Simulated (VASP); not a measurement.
Ir: electric field gradients with PBEsol

Ir:

```xyz
1
Lattice="0.0000 1.9068 1.9068 1.9068 0.0000 1.9068 1.9068 1.9068 0.0000" Properties=species:S:1:pos:R:3 pbc="T T T"
Ir    0.0000    0.0000    0.0000
```

This cell differs from its parent crystal: volume scaled by 0.98.

```json
{
 "Program": "VASP 6.6.1",
 "Task": "electric field gradients",
 "Functional": "PBEsol",
 "Potentials or basis": "VASP PAW PBE potentials, release 64 (Ir)",
 "Cutoff": "520 eV",
 "k mesh": "18 × 18 × 18",
 "Occupations": "fermi-dirac, width 0.05 eV",
 "Spin": "no spin polarisation",
 "Dipole correction": "no",
 "Further INCAR settings": "ALGO = Normal; EDIFF = 1e-08; NBANDS = 10"
}
```

The pressure is 6.4 GPa.

Levels at points of the mesh, in eV from the Fermi level:
| k point | band 1 | band 2 | band 3 | band 4 | band 5 | band 6 | band 7 | band 8 | band 9 |
| --- | --- | --- | --- | --- | --- | --- | --- | --- | --- |
| (0.00, 0.00, 0.00) | -11.45 | -4.06 | -4.06 | -4.06 | -1.26 | -1.26 | 14.24 | 19.94 | 19.94 |
| (0.50, 0.00, 0.00) | -8.39 | -4.16 | -4.16 | -0.91 | 0.91 | 0.91 | 7.40 | 13.77 | 19.90 |
| (0.50, 0.50, 0.00) | -8.22 | -7.63 | 0.89 | 1.50 | 1.50 | 1.61 | 10.71 | 11.72 | 11.72 |

Wall time 20 s on 1 thread of Intel(R) Xeon(R) Platinum 8488C (Sapphire Rapids) (shared host), peak memory 0.15 GiB.

Caveat: without QUAD_EFG the Cq values of the log hold for a quadrupole moment of 1 mb, not for the nuclei; the PAW data sets were made with another functional, which shifts forces and pressure a little; spin-orbit coupling is left out, which moves the levels of the heavy elements.
